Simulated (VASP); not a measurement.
# NiO (I4/mmm) in VASP: further runs, part 2 of 2

VASP 6.6.1. Earlier steps stand in the parts before.

## Step 3: Single point, PBE, collinear spin, ferromagnetic start (z stretched by -1 %, then relaxed in part)

Input file INCAR:

```
SYSTEM = NiO
ALGO = Normal
EDIFF = 1E-7
ENCUT = 520
GGA = PE
ISIF = 2
ISMEAR = -1
ISPIN = 2
LASPH = .TRUE.
LCHARG = .FALSE.
LMAXMIX = 4
LORBIT = 11
LREAL = .FALSE.
LWAVE = .FALSE.
MAGMOM = 2 0
NBANDS = 19
NELM = 150
PREC = Accurate
SIGMA = 0.05
```

Input file KPOINTS:

```
k-points
0
G
  19 19 19
  0 0 0
```

Input file POSCAR:

```
NiO
1.0
    0.0000000000      2.0950300000      2.0740797000
    2.0950300000      0.0000000000      2.0740797000
    2.0950300000      2.0950300000      0.0000000000
Ni O
1 1
Direct
    0.0000000000      0.0000000000      0.0000000000
    0.5000000000      0.5000000000      0.5000000000
```

Potentials or basis: VASP PAW PBE potentials, release 64 (Ni, O).

Started as:

```
> cat potpaw_PBE.64/Ni/POTCAR potpaw_PBE.64/O/POTCAR > POTCAR
> mpirun -np 1 vasp_std > vasp.out
```

OUTCAR:

```text
SYSTEM = NiO
   EDIFF = 1E-7
   ENCUT = 520
   GGA = PE
   ISIF = 2
   ISMEAR = -1
   ISPIN = 2
   LASPH = .TRUE.
   LORBIT = 11
   LREAL = .FALSE.
   NELM = 150
   PREC = Accurate

 ion  position               nearest neighbor table
   1  0.000  0.000  0.000-   2 2.07   2 2.07   2 2.10   2 2.10   2 2.10   2 2.10
   2  0.500  0.500  0.500-   1 2.07   1 2.07   1 2.10   1 2.10   1 2.10   1 2.10

  LATTYP: Found a body centered tetragonal cell.
 ALAT       =     2.9628198396
 C/A-ratio  =     1.4000714267

  Lattice vectors:

 A1 = (   0.0000000000,  -2.0950300000,  -2.0740797000)
 A2 = (   0.0000000000,   2.0950300000,  -2.0740797000)
 A3 = (   2.0950300000,   0.0000000000,   2.0740797000)

Analysis of symmetry for initial positions (statically):
=====================================================================
 Subroutine PRICEL returns:
 Original cell was already a primitive cell.

 Routine SETGRP: Setting up the symmetry group for a
 body centered tetragonal supercell.

 Subroutine GETGRP returns: Found 16 space group operations
 (whereof 16 operations were pure point group operations)
 out of a pool of 16 trial point group operations.

[... 1244 lines left out ...]

 [... further k-points ...]

------------------------ aborting loop because EDIFF is reached ----------------------------------------

  FORCE on cell =-STRESS in cart. coord.  units (eV):
  Direction    XX          YY          ZZ          XY          YZ          ZX
  --------------------------------------------------------------------------------------
  -------------------------------------------------------------------------------------
  Total        0.4849171      0.4849171      0.6073764      0.0000000     -0.0000000      0.0000000
  in kB       42.6719177     42.6719177     53.4481332      0.0000000     -0.0000000      0.0000000
  external PRESSURE =      46.2639895 kB  Pullay stress =       0.0000000 kB

 VOLUME and BASIS-vectors are now :
 -----------------------------------------------------------------------------
  energy-cutoff  :      520.00
  volume of cell :       18.21
      direct lattice vectors                 reciprocal lattice vectors
     0.000000000  2.095030000  2.074079700    -0.238660067  0.238660067  0.241070775
     2.095030000  0.000000000  2.074079700     0.238660067 -0.238660067  0.241070775
     2.095030000  2.095030000  0.000000000     0.238660067  0.238660067 -0.241070775

 POSITION                                       TOTAL-FORCE (eV/Angst)
 -----------------------------------------------------------------------------------
      0.00000      0.00000      0.00000        -0.000000      0.000000      0.000000
      2.09503      2.09503      2.07408         0.000000     -0.000000      0.000000
 -----------------------------------------------------------------------------------
    total drift:                                0.000000     -0.000000     -0.000000

  FREE ENERGIE OF THE ION-ELECTRON SYSTEM (eV)
  ---------------------------------------------------
  free  energy   TOTEN  =       -11.4759789246 eV

  energy  without entropy=      -11.4659950217  energy(sigma->0) =      -11.47098697

 total charge

# of ion       s       p       d       tot
------------------------------------------
    1        0.332   0.405   8.254   8.990
    2        1.557   3.421   0.000   4.978
--------------------------------------------------
tot          1.889   3.825   8.254  13.968

 magnetization (x)

# of ion       s       p       d       tot
------------------------------------------
    1        0.012   0.015   1.368   1.394
    2        0.028   0.225   0.000   0.252
--------------------------------------------------
tot          0.039   0.240   1.368   1.646
```

OSZICAR:

```text
N       E                     dE             d eps       ncg     rms          rms(c)
DAV:   1     0.849724541296E+02    0.84972E+02   -0.74269E+03 44843   0.109E+03
DAV:   2    -0.855862191466E+01   -0.93531E+02   -0.81646E+02 43247   0.237E+02
DAV:   3    -0.137839614439E+02   -0.52253E+01   -0.50280E+01 48218   0.565E+01
DAV:   4    -0.138307930865E+02   -0.46832E-01   -0.46789E-01 46587   0.520E+00
DAV:   5    -0.138315176202E+02   -0.72453E-03   -0.72447E-03 47904   0.644E-01    0.151E+01
DAV:   6    -0.127474886162E+02    0.10840E+01   -0.13348E+01 54473   0.617E+01    0.190E+01
DAV:   7    -0.115033691713E+02    0.12441E+01   -0.43743E+00 53161   0.485E+01    0.622E+00
DAV:   8    -0.114769129610E+02    0.26456E-01   -0.21634E-01 52847   0.665E+00    0.383E+00
DAV:   9    -0.114756239071E+02    0.12891E-02   -0.25917E-02 62924   0.262E+00    0.116E+00
DAV:  10    -0.114758862068E+02   -0.26230E-03   -0.42027E-03 50290   0.654E-01    0.195E-01
DAV:  11    -0.114759639008E+02   -0.77694E-04   -0.15016E-04 51053   0.128E-01    0.977E-02
DAV:  12    -0.114759774204E+02   -0.13520E-04   -0.28054E-05 54830   0.125E-01    0.342E-02
DAV:  13    -0.114759791370E+02   -0.17166E-05   -0.58631E-06 53779   0.282E-02    0.983E-03
DAV:  14    -0.114759788441E+02    0.29298E-06   -0.74603E-07 50820   0.138E-02    0.311E-03
DAV:  15    -0.114759789246E+02   -0.80502E-07   -0.20450E-07 40000   0.641E-03
   1 F= -.11475979E+02 E0= -.11470987E+02  d E =-.998390E-02  mag=     1.6880
```

Wall time 7.9 min (1 thread of Intel Xeon 8259CL, shared host); peak memory 0.4 GiB.

Results:

| Item | Value |
| --- | --- |
| Free energy | -11.4760 eV |
| Pressure | 4.6 GPa |
| Net moment | 1.69 μB per cell |
| Site moments | Ni +1.39; O +0.25 μB |
| Valence electrons inside the program's atomic spheres | Ni 8.99; O 4.98 |

Stress tensor (GPa, compression positive):
```
4.27 0.00 0.00
0.00 4.27 0.00
0.00 0.00 5.34
```

Caveat: the cell differs from its parent crystal (z stretched by -1 %, then relaxed in part); the cell stands under pressure; a cell with one magnetic atom can't hold antiferromagnetic order, which such compounds often take; semilocal functionals often make such compounds metallic where correlation or magnetic order opens a gap, which also shifts bond lengths.

## Step 4: Single point, PBE, collinear spin, ferromagnetic start (z stretched by +1 %, then relaxed in part)

Input file INCAR:

```
  PREC = Accurate
  ENCUT = 520
  EDIFF = 1E-6
  ISMEAR = -1
  SIGMA = 0.05
  LREAL = False
  LASPH = True
  NELM = 150
  ALGO = Normal
  ISIF = 2
  LWAVE = False
  LCHARG = False
  ISPIN = 2
  MAGMOM = 2 0
  LORBIT = 11
  LMAXMIX = 4
  GGA = PE
  NBANDS = 19
```

Input file KPOINTS:

```
Automatic mesh
0
Gamma
  19 19 19
```

Input file POSCAR:

```
NiO
1.0
    0.0000000000      2.0950300000      2.1159803000
    2.0950300000      0.0000000000      2.1159803000
    2.0950300000      2.0950300000      0.0000000000
Ni O
1 1
Direct
    0.0000000000      0.0000000000      0.0000000000
    0.5000000000      0.5000000000      0.5000000000
```

Started as:

```
> cat potpaw_PBE.64/Ni/POTCAR potpaw_PBE.64/O/POTCAR > POTCAR
> mpirun -np 1 vasp_std > vasp.out
```

Wall time 2.1 min (1 thread of Intel Xeon 6975P-C (Granite Rapids), shared host); peak memory 0.39 GiB.

It converged, with:

```yaml
Free_energy: -11.4829 eV
Pressure: 0.9 GPa
Net_moment: 1.74 μB per cell
Site_moments: Ni +1.43; O +0.26 μB
Valence_electrons_inside_the_program's_atomic_spheres: Ni 8.95; O 4.97
```

Stress tensor (GPa, compression positive):
```
1.21 0.00 0.00
0.00 1.21 0.00
0.00 0.00 0.37
```

Levels at points of the mesh, in eV from the Fermi level:
Spin up:
| k point | band 6 | band 7 | band 8 | band 9 | band 10 | band 11 | band 12 | band 13 |
| --- | --- | --- | --- | --- | --- | --- | --- | --- |
| (0.00, 0.00, 0.00) | -2.90 | -2.63 | -2.59 | -2.59 | 1.43 | 17.79 | 18.76 | 18.79 |
Spin down:
```
           k point  band 3  band 4  band 5  band 6  band 7  band 8  band 9  band 10  band 11  band 12
(0.00, 0.00, 0.00)   -2.43   -2.39   -1.83   -1.78   -1.78   -0.58   -0.57     1.77    17.73    18.98
```

Caveat: the cell differs from its parent crystal (z stretched by +1 %, then relaxed in part); a cell with one magnetic atom can't hold antiferromagnetic order, which such compounds often take; semilocal functionals often make such compounds metallic where correlation or magnetic order opens a gap, which also shifts bond lengths.

## Step 5: Summary

| cell | gap on the mesh (eV) | pressure (GPa) | moment (μB) |
| --- | --- | --- | --- |
| a = 2.933, b = 2.933, c = 2.963 Å, angles 59.7, 59.7, 60.7°, 2 atoms | none | 6.7 | 1.66 |
| a = 2.948, b = 2.948, c = 2.963 Å, angles 59.8, 59.8, 60.3°, 2 atoms | none | 4.6 | 1.69 |
| a = 2.978, b = 2.978, c = 2.963 Å, angles 60.2, 60.2, 59.7°, 2 atoms | none | 0.9 | 1.74 |

Alike in all rows: task single point; level PBE; potentials or basis VASP PAW PBE potentials, release 64 (Ni, O); spin collinear, ferromagnetic start; k mesh 19 × 19 × 19; cutoff (eV) 520; smearing fermi-dirac 0.05 eV.

Caveats: a cell with one magnetic atom can't hold antiferromagnetic order, which such compounds often take; semilocal functionals often make such compounds metallic where correlation or magnetic order opens a gap, which also shifts bond lengths; the cell stands under pressure (at least some runs).

Total energies depend on the potentials used, so only differences within one code and one set of settings carry meaning.
